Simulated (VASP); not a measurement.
# Sb (P6_3/mmc) in VASP: a series of runs

The runs below take Sb through single point, with r2SCAN.

All numbers are computed with VASP 6.6.1; they aren't measurements. Logs are shortened: lines on timing, memory, paths and dates and some standing lists are left out, and cuts for length are marked.

## 1. The cell of the first run

It takes space group P6_3/mmc (No. 194, hexagonal). The conventional cell has a = 3.234 Å, b = 3.234 Å, c = 5.117 Å, α = 90.00°, β = 90.00°, γ = 120.00°. Within 4.2 Å of Sb (site symmetry -6m2) lie 12 Sb at 3.17 to 3.23 Å.

This isn't the form of Sb at room conditions, which is rhombohedral.

## 2. Single point, r2SCAN (strain -0.040 along x and y, -0.040 along z)

Contents of POSCAR:

```
Sb
1.0
    3.2342401723      0.0000000000      0.0000000000
   -1.6171200862      2.8009341512      0.0000000000
    0.0000000000      0.0000000000      5.1168000000
Sb
2
Direct
    0.3333333333      0.6666666667      0.2500000000
    0.6666666667      0.3333333333      0.7500000000
```

Contents of INCAR.step1:

```
PREC     = Accurate       # precision mode
ENCUT    = 520            # plane-wave cutoff, eV
ISMEAR   = 0              # smearing method
SIGMA    = 0.15           # smearing width, eV
LREAL    = False          # projectors in reciprocal space
LASPH    = True           # aspherical terms in the spheres
NELM     = 60             # most SCF steps
NBANDS   = 12             # bands
GGA      = PE             # functional
ALGO     = Normal         # electronic algorithm
EDIFF    = 1E-4           # SCF threshold, eV
LWAVE    = True           # write WAVECAR
LCHARG   = False          # write CHGCAR
```

Contents of INCAR.step2:

```
PREC     = Accurate       # precision mode
ENCUT    = 520            # plane-wave cutoff, eV
EDIFF    = 1E-6           # SCF threshold, eV
ISMEAR   = 0              # smearing method
SIGMA    = 0.15           # smearing width, eV
LREAL    = False          # projectors in reciprocal space
LASPH    = True           # aspherical terms in the spheres
NELM     = 60             # most SCF steps
ALGO     = Normal         # electronic algorithm
ISIF     = 2              # what is computed and relaxed
LWAVE    = False          # write WAVECAR
LCHARG   = False          # write CHGCAR
METAGGA  = R2SCAN         # meta-GGA
LMIXTAU  = True         
NBANDS   = 12             # bands
ISTART   = 1
```

Contents of KPOINTS:

```
Automatic mesh
0
Gamma
  18 18 10
```

Potentials or basis: VASP PAW PBE potentials, release 64 (Sb).

The run is started by

```bash
cat potpaw_PBE.64/Sb/POTCAR > POTCAR
cp INCAR.step1 INCAR
mpirun -np 1 vasp_std > vasp.out
cp INCAR.step2 INCAR
mpirun -np 1 vasp_std > vasp.out
```

OUTCAR:

```text
PREC = Accurate
   ENCUT = 520
   EDIFF = 1E-6
   ISMEAR = 0
   LREAL = False
   LASPH = True
   NELM = 60
   ISIF = 2
   METAGGA = R2SCAN
   ISTART = 1

 ion  position               nearest neighbor table
   1  0.333  0.667  0.250-   2 3.17   2 3.17   2 3.17   2 3.17   2 3.17   2 3.17
   2  0.667  0.333  0.750-   1 3.17   1 3.17   1 3.17   1 3.17   1 3.17   1 3.17

  LATTYP: Found a hexagonal cell.
 ALAT       =     3.2342401723
 C/A-ratio  =     1.5820717471

  Lattice vectors:

 A1 = (   3.2342401723,   0.0000000000,   0.0000000000)
 A2 = (  -1.6171200862,   2.8009341512,   0.0000000000)
 A3 = (   0.0000000000,   0.0000000000,   5.1168000000)

Analysis of symmetry for initial positions (statically):
=====================================================================
 Subroutine PRICEL returns:
 Original cell was already a primitive cell.

 Routine SETGRP: Setting up the symmetry group for a
 hexagonal supercell.

 Subroutine GETGRP returns: Found 24 space group operations
 (whereof 12 operations were pure point group operations)
 out of a pool of 24 trial point group operations.

The static configuration has the point symmetry D_3d.
 The point group associated with its full space group is D_6h.

Analysis of symmetry for dynamics (positions and initial velocities):
=====================================================================
 Subroutine PRICEL returns:
 Original cell was already a primitive cell.

 Routine SETGRP: Setting up the symmetry group for a
 hexagonal supercell.

 Subroutine GETGRP returns: Found 24 space group operations
 (whereof 12 operations were pure point group operations)
 out of a pool of 24 trial point group operations.

The dynamic configuration has the point symmetry D_3d.
 The point group associated with its full space group is D_6h.

 Subroutine INISYM returns: Found 24 space group operations
 (whereof 12 operations are pure point group operations),
 and found     1 'primitive' translations

----------------------------------------------------------------------------------------

                                     Primitive cell

  volume of cell :      46.3525

  direct lattice vectors                    reciprocal lattice vectors
     3.234240172  0.000000000  0.000000000     0.309191633  0.178511872  0.000000000
    -1.617120086  2.800934151  0.000000000     0.000000000  0.357023745  0.000000000
     0.000000000  0.000000000  5.116800000     0.000000000  0.000000000  0.195434647

  length of vectors
     3.234240172  3.234240172  5.116800000     0.357023745  0.357023745  0.195434647

  position of ions in fractional coordinates (direct lattice)
     0.333333333  0.666666667  0.250000000
     0.666666667  0.333333333  0.750000000

  ion indices of the primitive-cell ions
   primitive index   ion index
                 1           1
                 2           2

----------------------------------------------------------------------------------------

 KPOINTS: Automatic mesh

Automatic generation of k-mesh.
 Grid dimensions read from file:
 generate k-points for:   18   18   10

 Generating k-lattice:

  Cartesian coordinates                     Fractional coordinates (reciprocal lattice)
     0.017177313  0.009917326  0.000000000     0.055555556  0.000000000  0.000000000
     0.000000000  0.019834652  0.000000000     0.000000000  0.055555556  0.000000000
     0.000000000  0.000000000  0.019543465     0.000000000  0.000000000  0.100000000

  Length of vectors
     0.019834652  0.019834652  0.019543465

  Shift w.r.t. Gamma in fractional coordinates (k-lattice)
     0.000000000  0.000000000  0.000000000

 Subroutine IBZKPT returns following result:
 ===========================================

 Found    222 irreducible k-points:

 Following reciprocal coordinates:
            Coordinates               Weight
  0.000000  0.000000  0.000000      1.000000
  0.055556  0.000000  0.000000      6.000000
  0.111111  0.000000  0.000000      6.000000
  0.166667  0.000000  0.000000      6.000000
  0.222222  0.000000  0.000000      6.000000
  0.277778  0.000000  0.000000      6.000000
[... 16 lines left out ...]
  0.333333  0.111111  0.000000     12.000000
  0.388889  0.111111  0.000000     12.000000
 [... further k-points ...]
   k-points           NKPTS =    222   k-points in BZ     NKDIM =    222   number of bands    NBANDS=     12
   number of dos      NEDOS =    301   number of ions     NIONS =      2
   total plane-waves  NPLWV =  23040
   dimension x,y,z NGX =    24 NGY =   24 NGZ =   40
   dimension x,y,z NGXF=    48 NGYF=   48 NGZF=   80
   ions per type =               2
   NGX,Y,Z   is equivalent  to a cutoff of  12.34, 12.34, 13.00 a.u.
   NGXF,Y,Z  is equivalent  to a cutoff of  24.67, 24.67, 25.99 a.u.
 SYSTEM =  unknown system
   PREC   = accura    normal or accurate (medium, high low for compatibility)
   ISTART =      1    job   : 0-new  1-cont  2-samecut
   ICHARG =      0    charge: 1-file 2-atom 10-const
   ISPIN  =      1    spin polarized calculation?
   LNONCOLLINEAR =      F non collinear calculations
   LSORBIT =      F    spin-orbit coupling
   LASPH  =      T    aspherical Exc in radial PAW
   ENCUT  =  520.0 eV  38.22 Ry    6.18 a.u.   6.01  6.01  9.51*2*pi/ulx,y,z
   NELM   =     60;   NELMIN=  2; NELMDL=  0     # of ELM steps
   EDIFF  = 0.1E-05   stopping-criterion for ELM
   LREAL  =      F    real-space projection
   EDIFFG = 0.1E-04   stopping-criterion for IOM
   NSW    =      0    number of steps for IOM
   IBRION =     -1    ionic relax: 0-MD 1-quasi-New 2-CG
   NFREE  =      0    steps in history (QN), initial steepest desc. (CG)
   ISIF   =      2    stress and relaxation
   ISYM   =      2    0-nonsym 1-usesym 2-fastsym
   POTIM  = 0.5000    time-step for ionic-motion
   TEBEG  =    0.0;   TEEND  =   0.0 temperature during run
   PSTRESS=    0.0 pullay stress
   NELECT =      10.0000    total number of electrons
   NUPDOWN=      -1.0000    fix difference up-down
   EMIN   =  10.00;   EMAX   =-10.00  energy-range for DOS
   EFERMI =   0.00;   METHOD = LEGACY
   ISMEAR =     0;   SIGMA  =   0.15  broadening in eV -4-tet -1-fermi 0-gaus
   EFERMI_NEDOS =   21; number of points for ismear=-14 and -15
   IALGO  =     38    algorithm
   IMIX   =      4    mixing-type and parameters
     AMIX     =   0.40;   BMIX     =  1.00
     AMIX_MAG =   1.60;   BMIX_MAG =  1.00
  volume/ion in A,a.u.               =      23.18       156.40
  Fermi-wavevector in a.u.,A,eV,Ry     =   0.981862  1.855449 13.116728  0.964052
  Thomas-Fermi vector in A             =   2.112900
   LORBIT       =      0    0 simple, 1 ext, 2 COOP (PROOUT), +10 PAW based schemes
   METAGGA = R2SCAN    functional components
   LHFCALC =     F    Hartree Fock is set to
   AEXX    =    0.0000 exact exchange contribution
   IVDW    =     0    specifies the selected vdW correction
   LEPSILON=     F    determine dielectric tensor
   LRPA    =     F    only Hartree local field effects (RPA)
 non-spin polarized calculation
 Gauss-broadening in eV      SIGMA  =   0.15
  energy-cutoff  :      520.00
  volume of cell :       46.35
 maximum number of plane-waves:      1275
   NGX = 13   NGY = 13   NGZ = 19

 number of electron       9.9999998 magnetization

 Free energy of the ion-electron system (eV)
  ---------------------------------------------------
  ext. energy  EPLUGINS =         0.00000000
  ---------------------------------------------------
  free energy    TOTEN  =       -50.26718452 eV

  energy without entropy =      -50.25232036  energy(sigma->0) =      -50.25975244

 E-fermi :  10.5768     XC(G=0): -11.5542

 val. band max:       10.5758139680   @ k =   0.4444   0.0556   0.2000
 cond. band min:      10.6072346027   @ k =   0.1667   0.1667   0.4000
 fundamental gap:      0.0314206348
 Fermi energy:        10.5767763916

 k-point     1 :       0.0000    0.0000    0.0000
  band No.  band energies     occupation
      1      -4.3466      2.00000
      2       1.0160      2.00000
      3       3.4225      2.00000
      4      14.6789      0.00000
      5      14.6789      0.00000
      6      16.8859      0.00000
      7      16.8859      0.00000
      8      18.2356      0.00000
      9      19.1368      0.00000
     10      20.1406      0.00000
     11      21.6242      0.00000
     12      21.6242      0.00000

 k-point     2 :       0.0556    0.0000    0.0000
  band No.  band energies     occupation
      1      -4.2822      2.00000
      2       1.0741      2.00000
      3       3.4897      2.00000
      4      13.9262      0.00000
      5      14.3728      0.00000
      6      16.5788      0.00000
      7      17.0600      0.00000
      8      18.1033      0.00000
      9      19.5194      0.00000
     10      20.0947      0.00000
     11      21.4865      0.00000
     12      21.6398      0.00000

 k-point     3 :       0.1111    0.0000    0.0000
  band No.  band energies     occupation
      1      -4.0890      2.00000
      2       1.2472      2.00000
      3       3.6906      2.00000
      4      12.3820      0.00000
      5      13.7242      0.00000
      6      15.7605      0.00000
      7      17.2355      0.00000
      8      17.6318      0.00000
      9      18.8741      0.00000
     10      20.6860      0.00000
     11      21.4474      0.00000
     12      21.5131      0.00000
[... 286 lines left out ...]
 k-point    23 :       0.3333    0.1111    0.0000
  band No.  band energies     occupation
      1      -1.0723      2.00000
      2       2.9239      2.00000
      3       5.5642      2.00000
      4       6.6886      2.00000
      5       8.6350      2.00000
      6      10.0324      2.00000
      7      11.7251      0.00000
      8      13.9962      0.00000
      9      17.2539      0.00000
     10      17.3053      0.00000
     11      22.3074      0.00000
     12      22.6966      0.00000

 k-point    24 :       0.3889    0.1111    0.0000
  band No.  band energies     occupation
      1      -0.2352      2.00000
      2       2.2793      2.00000
      3       5.7904      2.00000
      4       7.4262      2.00000
      5       7.9096      2.00000
      6       9.3845      2.00000
      7      10.7221      0.17067
      8      13.7973      0.00000
      9      17.0883      0.00000
     10      17.0952      0.00000
     11      22.2522      0.00000
     12      22.6967      0.00000

 [... further k-points ...]

------------------------ aborting loop because EDIFF is reached ----------------------------------------

  FORCE on cell =-STRESS in cart. coord.  units (eV):
  Direction    XX          YY          ZZ          XY          YZ          ZX
  --------------------------------------------------------------------------------------
  -------------------------------------------------------------------------------------
  Total        3.7721213      3.7721213      4.4280900     -0.0000000     -0.0000000     -0.0000000
  in kB      130.3834951    130.3834951    153.0570771     -0.0000000     -0.0000000     -0.0000000
  external PRESSURE =     137.9413557 kB  Pullay stress =       0.0000000 kB

 VOLUME and BASIS-vectors are now :
 -----------------------------------------------------------------------------
  energy-cutoff  :      520.00
  volume of cell :       46.35
      direct lattice vectors                 reciprocal lattice vectors
     3.234240172  0.000000000  0.000000000     0.309191633  0.178511872  0.000000000
    -1.617120086  2.800934151  0.000000000     0.000000000  0.357023745  0.000000000
     0.000000000  0.000000000  5.116800000     0.000000000  0.000000000  0.195434647

 POSITION                                       TOTAL-FORCE (eV/Angst)
 -----------------------------------------------------------------------------------
     -0.00000      1.86729      1.27920         0.000000     -0.000000      0.000000
      1.61712      0.93364      3.83760        -0.000000      0.000000      0.000000
 -----------------------------------------------------------------------------------
    total drift:                               -0.000000      0.000000      0.000000

  FREE ENERGIE OF THE ION-ELECTRON SYSTEM (eV)
  ---------------------------------------------------
  free  energy   TOTEN  =       -50.2671845150 eV

  energy  without entropy=      -50.2523203632  energy(sigma->0) =      -50.25975244
```

It took 2.6 min on 1 thread of AMD EPYC 9R45 (Zen 5), shared host; peak memory 0.21 GiB.

Results:

```yaml
Free_energy: -50.2672 eV
Pressure: 13.8 GPa
Band_gap_on_the_k_mesh: zero (bands 5 and 6 overlap by 9.32 eV)
```

Caveat: the cell differs from its parent crystal (strain -0.040 along x and y, -0.040 along z); the cell stands under pressure; the PAW data sets were made with another functional, which shifts forces and pressure a little; spin-orbit coupling is left out, which moves the levels of the heavy elements.

## 3. Single point, r2SCAN (strain +0.000 along x and y, -0.080 along z)

Contents of POSCAR:

```
Sb
1.0
    3.3690001795      0.0000000000      0.0000000000
   -1.6845000898      2.9176397408      0.0000000000
    0.0000000000      0.0000000000      4.9036000000
Sb
2
Direct
    0.3333333333      0.6666666667      0.2500000000
    0.6666666667      0.3333333333      0.7500000000
```

Contents of INCAR.step1:

```
SYSTEM = Sb
PREC = Accurate
ENCUT = 520
ISMEAR = 0
SIGMA = 0.15
LREAL = .False.
LASPH = .True.
NELM = 80
NBANDS = 12
GGA = PE
ALGO = Normal
EDIFF = 1E-4
LWAVE = .True.
LCHARG = .False.
```

Contents of INCAR.step2:

```
SYSTEM = Sb
PREC = Accurate
ENCUT = 520
EDIFF = 1E-6
ISMEAR = 0
SIGMA = 0.15
LREAL = .False.
LASPH = .True.
NELM = 80
ALGO = Normal
ISIF = 2
LWAVE = .False.
LCHARG = .True.
METAGGA = R2SCAN
LMIXTAU = .True.
LELF = .True.
LVHAR = .True.
NBANDS = 12
ISTART = 1
```

Contents of KPOINTS:

```
Automatic mesh
0
Gamma
  18 18 10
  0 0 0
```

Potentials or basis: VASP PAW PBE potentials, release 64 (Sb).

The run is started by

```bash
cat potpaw_PBE.64/Sb/POTCAR > POTCAR
cp INCAR.step1 INCAR
mpirun -np 1 vasp_std > vasp.out
cp INCAR.step2 INCAR
mpirun -np 1 vasp_std > vasp.out
```

Wall time 2.9 min (1 thread of AMD EPYC 9R45 (Zen 5), shared host); peak memory 0.22 GiB.

The run converged. Its results:

| Item | Value |
| --- | --- |
| Free energy | -50.4034 eV |
| Pressure | 9.7 GPa |
| Band gap on the k mesh | zero (bands 5 and 6 overlap by 7.91 eV) |

Stress tensor (GPa, compression positive):
```
 9.40  0.00  0.00
 0.00  9.40  0.00
 0.00  0.00 10.35
```

Levels at points of the mesh, in eV from the Fermi level:
| k point | band 2 | band 3 | band 4 | band 5 | band 6 | band 7 | band 8 | band 9 |
| --- | --- | --- | --- | --- | --- | --- | --- | --- |
| (0.00, 0.00, 0.00) | -8.38 | -6.54 | 2.88 | 2.88 | 5.35 | 5.35 | 7.32 | 8.30 |
| (0.50, 0.00, 0.00) | -8.95 | -3.78 | -2.80 | -2.38 | -0.61 | -0.16 | 4.06 | 4.67 |
| (0.00, 0.00, 0.50) | -12.78 | 1.05 | 1.05 | 4.17 | 4.17 | 4.17 | 4.17 | 8.59 |
| (0.50, 0.00, 0.50) | -9.20 | -6.28 | -6.28 | 1.23 | 1.23 | 3.01 | 3.01 | 6.56 |

Caveat: the cell differs from its parent crystal (strain +0.000 along x and y, -0.080 along z); the cell stands under pressure; the PAW data sets were made with another functional, which shifts forces and pressure a little; spin-orbit coupling is left out, which moves the levels of the heavy elements.

The gap in the log of VASP goes by the Fermi energy; the results here count the filled bands.